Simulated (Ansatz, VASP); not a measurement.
Al: VASP beside Ansatz

```
Al
1.0
     2.99680    0.00000    0.00000
    -1.49840    2.59530    0.00000
     0.00000    0.00000    7.86840
Al
4
Direct
  0.00000 0.00000 0.00000
  0.33333 0.66667 0.25000
  0.00000 0.00000 0.50000
  0.66667 0.33333 0.75000
```

Alike in both runs: task single point; functional PBEsol; dispersion D3(BJ); k mesh 18 × 18 × 6; occupations gaussian, width 0.15 eV; no spin polarisation.

|  | VASP | Ansatz |
| --- | --- | --- |
| version | VASP 6.6.1 | Ansatz 0.2.0 |
| potentials or method | VASP PAW PBE potentials, release 64 (Al), cutoff 520 eV | scalar-relativistic, plane waves, PAW |
| valence electrons in the cell | 12 | 12 |

```csv
,VASP,Ansatz,Ansatz less VASP
gap on the k mesh at the Fermi level (eV),none,none,-
pressure (GPa),7.5,7.4,-0.14
"traceless stress, the component that is largest in VASP (GPa)",12.97,12.88,-0.084
```

VASP's potentials were made for PBE, not for PBEsol, and Ansatz warns of the same on its side. A gap of «none» marks a metal or a gap that the smearing closes.
